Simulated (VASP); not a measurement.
Wanted: the native input for a VASP 6.6.1 run.

```
Task                   : single point
Functional             : PBE
Potentials or basis    : VASP PAW PBE potentials, release 64 (Si, C)
Cutoff                 : 520 eV
k mesh                 : 12 × 12 × 6
Occupations            : gaussian, width 0.05 eV
Spin                   : no spin polarisation
Dipole correction      : no
Further INCAR settings : ALGO = Normal; EDIFF = 1e-06; NBANDS = 16
```

The structure of SiC lies in POSCAR:

```
SiC
1.0
    2.8405102518      0.0000000000      0.0000000000
   -1.4202551259      2.4599540378      0.0000000000
    0.0000000000      0.0000000000      5.0501431767
Si C
2 2
Direct
    0.3333333333      0.6666666667      0.0108023054
    0.6666666667      0.3333333333      0.5108023054
    0.3333333333      0.6666666667      0.3741976946
    0.6666666667      0.3333333333      0.8741976946
```

This cell differs from its parent crystal: volume 8.822 Å^3 an atom, c/a of the conventional cell 1.7779.

The input as run:

INCAR

```
PREC = Accurate ; ENCUT = 520
EDIFF = 1E-6 ; ISMEAR = 0
SIGMA = 0.05 ; LREAL = F
LASPH = T ; NELM = 80
ALGO = Normal ; ISIF = 2
LWAVE = F ; LCHARG = F
GGA = PE ; NBANDS = 16
```

KPOINTS

```
Automatic mesh
0
Gamma
  12 12 6
```

Potentials or basis: VASP PAW PBE potentials, release 64 (Si, C).

Run with:

```sh
$ cat potpaw_PBE.64/Si/POTCAR potpaw_PBE.64/C/POTCAR > POTCAR
$ mpirun -np 1 vasp_std > vasp.out
```

Results of the run:

```yaml
Pressure: 52.1 GPa
Largest_force: 0.004 eV/Å
Band_gap_on_the_k_mesh: 1.04 eV, indirect (least direct gap 4.34 eV)
```

Run time: 14 s on 1 thread of Intel(R) Xeon(R) 6975P-C (Granite Rapids), with other jobs on the host, peak memory 0.17 GiB.
